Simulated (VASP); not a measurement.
Set up this calculation in VASP 6.6.1, as the native input.

```
Task                   : single point
Functional             : PBE
Dispersion             : D3(BJ)
Potentials or basis    : VASP PAW PBE potentials, release 64 (S, Mo_sv)
Cutoff                 : 520 eV
k mesh                 : 3 × 3 × 1
Occupations            : gaussian, width 0.05 eV
Spin                   : no spin polarisation
Dipole correction      : yes
Further INCAR settings : ALGO = Normal; EDIFF = 1e-07; NBANDS = 64
```

The structure of MoS2 lies in POSCAR:

```
MoS2
1.0
    6.3058975174      0.0000000000      0.0000000000
   -3.1529487587      5.4610674438      0.0000000000
    0.0000000000      0.0000000000     21.1272323976
S Mo
8 4
Direct
    0.6666666667      0.3333333333      0.3786582100
    0.6666666667      0.8333333333      0.3786582100
    0.1666666667      0.3333333333      0.3786582100
    0.1666666667      0.8333333333      0.3786582100
    0.6676852424      0.3323147576      0.5280594316
    0.6676852424      0.8353704848      0.5280594316
    0.1646295152      0.3323147576      0.5280594316
    0.1666666667      0.8333333333      0.5269005303
    0.3311422025      0.1622844050      0.4534831555
    0.3311422025      0.6688577975      0.4534831555
    0.8333333333      0.1666666667      0.4529485720
    0.8377155950      0.6688577975      0.4534831555
```

One way to write it, as run:

INCAR

```
SYSTEM = MoS2
  PREC = Accurate
  ENCUT = 520
  EDIFF = 1E-7
  ISMEAR = 0
  SIGMA = 0.05
  LREAL = .FALSE.
  LASPH = .TRUE.
  NELM = 80
  ALGO = Normal
  ISIF = 2
  LWAVE = .FALSE.
  LCHARG = .FALSE.
  LDIPOL = .TRUE.
  IDIPOL = 3
  DIPOL = 0.5 0.5 0.453
  GGA = PE
  IVDW = 12
  NBANDS = 64
```

KPOINTS

```
Automatic mesh
0
G
  3 3 1
  0 0 0
```

Potentials or basis: VASP PAW PBE potentials, release 64 (S, Mo_sv).

Launch:

```sh
$ cat potpaw_PBE.64/S/POTCAR potpaw_PBE.64/Mo_sv/POTCAR > POTCAR
$ mpirun -np 1 vasp_std > vasp.out
```

Results of the run:

```yaml
Largest_force: 0.804 eV/Å
Band_gap_on_the_k_mesh: 1.72 eV
Dispersion_energy_per_atom: -0.319 eV
```

Wall time 8.9 min on 1 thread of Oxide Virtual Turin-like Processor (shared host), peak memory 0.7 GiB.
